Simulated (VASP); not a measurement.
Write the native input for VASP 6.6.1 that does the following.

| Property | Result |
| --- | --- |
| Task | single point |
| Functional | PBE |
| Potentials or basis | VASP PAW PBE potentials, release 64 (Rb_sv) |
| Cutoff | 520 eV |
| k mesh | 11 × 11 × 11 |
| Occupations | fermi-dirac, width 0.1 eV |
| Spin | no spin polarisation |
| Dipole correction | no |
| Further INCAR settings | ALGO = Normal; EDIFF = 1e-06; NBANDS = 16 |

The structure of Rb lies in POSCAR:

```
Rb
1.0
   -3.5025122788      3.5025122788      1.9041676173
    3.5025122788     -3.5025122788      1.9041676173
    3.5025122788      3.5025122788     -1.9041676173
Rb
2
Direct
   -0.3750000000     -0.1250000000     -0.2500000000
    0.3750000000      0.1250000000      0.2500000000
```

One way to write it, as run:

INCAR

```
SYSTEM = Rb
ALGO = Normal ; EDIFF = 1E-6
ENCUT = 520 ; GGA = PE
ISIF = 2 ; ISMEAR = -1
LASPH = .True. ; LCHARG = .False.
LREAL = .False. ; LWAVE = .False.
NBANDS = 16 ; NELM = 80
PREC = Accurate ; SIGMA = 0.1
```

KPOINTS

```
k-points
0
Gamma
  11 11 11
  0 0 0
```

Potentials or basis: VASP PAW PBE potentials, release 64 (Rb_sv).

Command:

```sh
$ cat potpaw_PBE.64/Rb_sv/POTCAR > POTCAR
$ mpirun -np 1 vasp_std > vasp.out
```

It gave:

The pressure is 6.2 GPa and the band gap on the k mesh is zero (bands 9 and 10 overlap by 1.47 eV).

Caveat: the cell stands under pressure.

Run time: 62 s on 1 thread of Intel(R) Xeon(R) 6975P-C (Granite Rapids) (shared host), peak memory 0.32 GiB.
